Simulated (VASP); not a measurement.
# SnTe (P6_3mc) in VASP: single point with PBE

Aim: the single point of SnTe with PBE.

Everything below comes from runs of VASP 6.6.1. Logs are shortened: lines on timing, memory, paths and dates and some standing lists are left out, and cuts for length are marked.

**1. The cell of the first run**

It takes space group P6_3mc (No. 186, hexagonal). Conventional cell: a = 4.399 Å, b = 4.399 Å, c = 8.350 Å, α = 90.00°, β = 90.00°, γ = 120.00°. Within 4.0 Å of Sn (site symmetry 3m) lie 6 Te at 3.05 to 3.55 Å. Within 4.0 Å of Te (site symmetry 3m) lie 6 Sn at 3.05 to 3.55 Å.

**2. Single point, PBE**

The input, POSCAR:

```
SnTe
1.0
    4.3989429791      0.0000000000      0.0000000000
   -2.1994714895      3.8095963697      0.0000000000
    0.0000000000      0.0000000000      8.3496303142
Sn Te
2 2
Direct
    0.0000000000      0.0000000000      0.9763100522
    0.0000000000      0.0000000000      0.4763100522
    0.3333333333      0.6666666667      0.7736278009
    0.6666666667      0.3333333333      0.2736278009
```

The input, INCAR.step1:

```
ALGO = Normal
EDIFF = 1E-6
ENCUT = 520
GGA = PE
ISIF = 2
ISMEAR = 0
LASPH = T
LCHARG = T
LREAL = F
LWAVE = F
NBANDS = 28
NELM = 100
PREC = Accurate
SIGMA = 0.1
```

The input, KPOINTS.step1:

```
k-points
0
Gamma
  12 12 6
```

The input, INCAR.step2:

```
ALGO = Normal
EDIFF = 1E-6
ENCUT = 520
GGA = PE
ICHARG = 11
ISIF = 2
ISMEAR = -5
LASPH = T
LCHARG = F
LORBIT = 10
LREAL = F
LWAVE = F
NBANDS = 28
NEDOS = 1001
NELM = 100
PREC = Accurate
SIGMA = 0.1
```

The input, KPOINTS.step2:

```
k-points
0
Gamma
  18 18 9
```

Potentials or basis: VASP PAW PBE potentials, release 64 (Sn_d, Te).

Launch:

```console
$ cat potpaw_PBE.64/Sn_d/POTCAR potpaw_PBE.64/Te/POTCAR > POTCAR
$ cp INCAR.step1 INCAR
$ cp KPOINTS.step1 KPOINTS
$ mpirun -np 1 vasp_std > vasp.out
$ cp INCAR.step2 INCAR
$ cp KPOINTS.step2 KPOINTS
$ mpirun -np 1 vasp_std > vasp.out
```

OUTCAR:

```text
EDIFF = 1E-6
   ENCUT = 520
   GGA = PE
   ICHARG = 11
   ISIF = 2
   ISMEAR = -5
   LASPH = T
   LORBIT = 10
   LREAL = F
   NELM = 100
   PREC = Accurate

 ion  position               nearest neighbor table
   1  0.000  0.000  0.976-   3 3.05   3 3.05   3 3.05   4 3.55   4 3.55   4 3.55
   2  0.000  0.000  0.476-   4 3.05   4 3.05   4 3.05   3 3.55   3 3.55   3 3.55
   3  0.333  0.667  0.774-   1 3.05   1 3.05   1 3.05   2 3.55   2 3.55   2 3.55
   4  0.667  0.333  0.274-   2 3.05   2 3.05   2 3.05   1 3.55   1 3.55   1 3.55

  LATTYP: Found a hexagonal cell.
 ALAT       =     4.3989429791
 C/A-ratio  =     1.8980992374

  Lattice vectors:

 A1 = (   4.3989429791,   0.0000000000,   0.0000000000)
 A2 = (  -2.1994714895,   3.8095963697,   0.0000000000)
 A3 = (   0.0000000000,   0.0000000000,   8.3496303142)

Analysis of symmetry for initial positions (statically):
=====================================================================
 Subroutine PRICEL returns:
 Original cell was already a primitive cell.

 Routine SETGRP: Setting up the symmetry group for a
 hexagonal supercell.

 Subroutine GETGRP returns: Found 12 space group operations
 (whereof  6 operations were pure point group operations)
 out of a pool of 24 trial point group operations.

The static configuration has the point symmetry C_3v.
 The point group associated with its full space group is C_6v.

Analysis of symmetry for dynamics (positions and initial velocities):
=====================================================================
 Subroutine PRICEL returns:
 Original cell was already a primitive cell.

 Routine SETGRP: Setting up the symmetry group for a
 hexagonal supercell.

 Subroutine GETGRP returns: Found 12 space group operations
 (whereof  6 operations were pure point group operations)
 out of a pool of 24 trial point group operations.

The dynamic configuration has the point symmetry C_3v.
 The point group associated with its full space group is C_6v.

 Subroutine INISYM returns: Found 12 space group operations
 (whereof  6 operations are pure point group operations),
 and found     1 'primitive' translations

----------------------------------------------------------------------------------------

                                     Primitive cell

  volume of cell :     139.9248

[... 101 lines left out ...]
   ISYM   =      2    0-nonsym 1-usesym 2-fastsym
   POTIM  = 0.5000    time-step for ionic-motion
   TEBEG  =    0.0;   TEEND  =   0.0 temperature during run
   PSTRESS=    0.0 pullay stress
   NELECT =      40.0000    total number of electrons
   NUPDOWN=      -1.0000    fix difference up-down
   EMIN   =  10.00;   EMAX   =-10.00  energy-range for DOS
   EFERMI =   0.00;   METHOD = LEGACY
   ISMEAR =    -5;   SIGMA  =   0.10  broadening in eV -4-tet -1-fermi 0-gaus
   EFERMI_NEDOS =   21; number of points for ismear=-14 and -15
   IALGO  =     38    algorithm
   IMIX   =      4    mixing-type and parameters
     AMIX     =   0.40;   BMIX     =  1.00
     AMIX_MAG =   1.60;   BMIX_MAG =  1.00
  volume/ion in A,a.u.               =      34.98       236.06
  Fermi-wavevector in a.u.,A,eV,Ry     =   1.078442  2.037959 15.824070  1.163036
  Thomas-Fermi vector in A             =   2.214380
   LORBIT       =     10    0 simple, 1 ext, 2 COOP (PROOUT), +10 PAW based schemes
   GGA     = PE    functional components
   LHFCALC =     F    Hartree Fock is set to
   AEXX    =    0.0000 exact exchange contribution
   IVDW    =     0    specifies the selected vdW correction
   LEPSILON=     F    determine dielectric tensor
   LRPA    =     F    only Hartree local field effects (RPA)
 non-spin polarized calculation
 Fermi weights with tetrahedron method with Bloechl corrections
  energy-cutoff  :      520.00
  volume of cell :      139.92
 maximum number of plane-waves:      3811
 NGX is ok and might be reduce to    36

 number of electron      39.9999987 magnetization

 Free energy of the ion-electron system (eV)
  ---------------------------------------------------
  ext. energy  EPLUGINS =         0.00000000
  ---------------------------------------------------
  free energy    TOTEN  =       -14.95000957 eV

  energy without entropy =      -14.95000957  energy(sigma->0) =      -14.95000957

 E-fermi :   5.7687     XC(G=0):  -8.9548

 val. band max:        5.8065642925   @ k =   0.0556   0.0000   0.0000
 cond. band min:       5.6913373806   @ k =   0.5000   0.0000   0.0000
 fundamental gap:     -0.1152269119
 Fermi energy:         5.7687010907

 k-point     1 :       0.0000    0.0000    0.0000
  band No.  band energies     occupation
      1     -16.1200      2.00000
      2     -16.1200      2.00000
      3     -16.1183      2.00000
      4     -16.1183      2.00000
      5     -16.1054      2.00000
      6     -16.1019      2.00000
[... 733 lines left out ...]
     27      10.4771      0.00000
     28      11.5561      0.00000

 [... further k-points ...]

------------------------ aborting loop because EDIFF is reached ----------------------------------------

  FORCE on cell =-STRESS in cart. coord.  units (eV):
  Direction    XX          YY          ZZ          XY          YZ          ZX
  --------------------------------------------------------------------------------------
  -------------------------------------------------------------------------------------
  Total        0.0860481      0.0860481      0.0313390      0.0000000      0.0000000     -0.0000000
  in kB        0.9852749      0.9852749      0.3588407      0.0000000      0.0000000     -0.0000000
  external PRESSURE =       0.7764635 kB  Pullay stress =       0.0000000 kB

 VOLUME and BASIS-vectors are now :
 -----------------------------------------------------------------------------
  energy-cutoff  :      520.00
  volume of cell :      139.92
      direct lattice vectors                 reciprocal lattice vectors
     4.398942979  0.000000000  0.000000000     0.227327339  0.131247500  0.000000000
    -2.199471490  3.809596370  0.000000000     0.000000000  0.262495000  0.000000000
     0.000000000  0.000000000  8.349630314     0.000000000  0.000000000  0.119765782

 POSITION                                       TOTAL-FORCE (eV/Angst)
 -----------------------------------------------------------------------------------
      0.00000      0.00000      8.15183         0.000000      0.000000      0.014860
      0.00000      0.00000      3.97701        -0.000000     -0.000000      0.014860
     -0.00000      2.53973      6.45951         0.000000     -0.000000     -0.014860
      2.19947      1.26987      2.28469        -0.000000      0.000000     -0.014860
 -----------------------------------------------------------------------------------
    total drift:                                0.000000      0.000000     -0.000515

  FREE ENERGIE OF THE ION-ELECTRON SYSTEM (eV)
  ---------------------------------------------------
  free  energy   TOTEN  =       -14.9500095670 eV

  energy  without entropy=      -14.9500095670  energy(sigma->0) =      -14.95000957

 total charge

# of ion       s       p       d       tot
------------------------------------------
    1        1.375   0.723   9.971  12.068
    2        1.375   0.723   9.971  12.068
    3        1.385   1.958   0.021   3.364
    4        1.385   1.958   0.021   3.364
--------------------------------------------------
tot          5.519   5.361  19.984  30.864
```

Wall time 4.7 min (1 thread of AMD EPYC 9R45 (Zen 5), shared host); peak memory 0.68 GiB.

What came out:

- Valence electrons inside the program's atomic spheres: Sn 12.07; Te 3.36

Caveat: spin-orbit coupling is left out, which moves the levels of the heavy elements.
